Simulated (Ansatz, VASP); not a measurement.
Two plane-wave programs on GaSb

The input POSCAR:

```
GaSb
1.0
    0.0000000000      3.0590000000      3.0590000000
    3.0590000000      0.0000000000      3.0590000000
    3.0590000000      3.0590000000      0.0000000000
Sb Ga
1 1
Direct
    0.7500000000      0.7500000000      0.7500000000
    0.0000000000      0.0000000000      0.0000000000
```

INCAR.step1

```
PREC     = Accurate       # precision mode
ENCUT    = 400            # plane-wave cutoff, eV
EDIFF    = 1E-5           # SCF threshold, eV
ISMEAR   = -1             # smearing method
SIGMA    = 0.05           # smearing width, eV
LREAL    = F              # projectors in reciprocal space
LASPH    = T              # aspherical terms in the spheres
NELM     = 120            # most SCF steps
ALGO     = Normal         # electronic algorithm
ISIF     = 2              # what is computed and relaxed
LWAVE    = T              # write WAVECAR
LCHARG   = F              # write CHGCAR
NBANDS   = 21             # bands
GGA      = PE             # functional
GGA_COMPAT= F
```

INCAR.step2

```
PREC     = Accurate       # precision mode
ENCUT    = 400            # plane-wave cutoff, eV
EDIFF    = 1E-6           # SCF threshold, eV
ISMEAR   = -1             # smearing method
SIGMA    = 0.05           # smearing width, eV
LREAL    = F              # projectors in reciprocal space
LASPH    = T              # aspherical terms in the spheres
NELM     = 120            # most SCF steps
ALGO     = Normal         # electronic algorithm
ISIF     = 2              # what is computed and relaxed
LWAVE    = F              # write WAVECAR
LCHARG   = F              # write CHGCAR
GGA      = PE             # functional
LHFCALC  = T              # exact exchange
AEXX     = 0.25           # exact-exchange fraction
PRECFOCK = Normal       
NBANDS   = 21             # bands
ISTART   = 1            
GGA_COMPAT= F
```

The input KPOINTS:

```
Automatic mesh
0
Gamma
  4 4 4
```

File input.yaml:

```yaml
crystal:
  lattice:
    - [0.0, 3.059, 3.059]
    - [3.059, 0.0, 3.059]
    - [3.059, 3.059, 0.0]
  atoms:
    - { symbol: Sb, position: [0.75, 0.75, 0.75] }
    - { symbol: Ga, position: [0.0, 0.0, 0.0] }
hamiltonian:
  xc: pbe0
  pseudopotentials: { kind: paw }
kpoints:
  mp_grid: { grid: [4, 4, 4] }
  band_path:
    path:
      - [[0.0, 0.0, 0.0], [0.5, 0.0, 0.5], [0.5, 0.25, 0.75], [0.375, 0.375, 0.75], [0.0, 0.0, 0.0], [0.5, 0.5, 0.5], [0.625, 0.25, 0.625], [0.5, 0.25, 0.75], [0.5, 0.5, 0.5], [0.375, 0.375, 0.75]]
      - [[0.625, 0.25, 0.625], [0.5, 0.0, 0.5]]
    npoints: 4
scf:
  occupations: { method: fermi_dirac, width: 0.05 }
  n_extra_bands: 6
output:
  forces: true
  stress: true
  eigenvalues: true
  fatbands: false
```

Alike in both runs: functional PBE0; k mesh 4 × 4 × 4; occupations fermi-dirac, width 0.05 eV; no spin polarisation.

|  | VASP | Ansatz |
| --- | --- | --- |
| version | VASP 6.6.1 | Ansatz 0.2.0 |
| potentials or method | VASP PAW PBE potentials, release 64 (Sb_d_GW, Ga_d) | Ansatz PAW |
| plane-wave cutoff (eV) | 400 | 420 |
| valence electrons in the cell | 28 | 28 |
| task | single point | band structure |

Ansatz gave:

| Quantity | Value |
| --- | --- |
| gap on the k mesh at the Fermi level (eV) | 1.52 |
| least direct gap on the mesh (eV) | 1.52 |

Question: What did VASP give for the same quantities?

Answer: gap on the k mesh at the Fermi level (eV): 1.56; least direct gap on the mesh (eV): 1.56.

The k mesh is coarse, so the values compare programs but aren't converged. Spin-orbit coupling is off throughout.
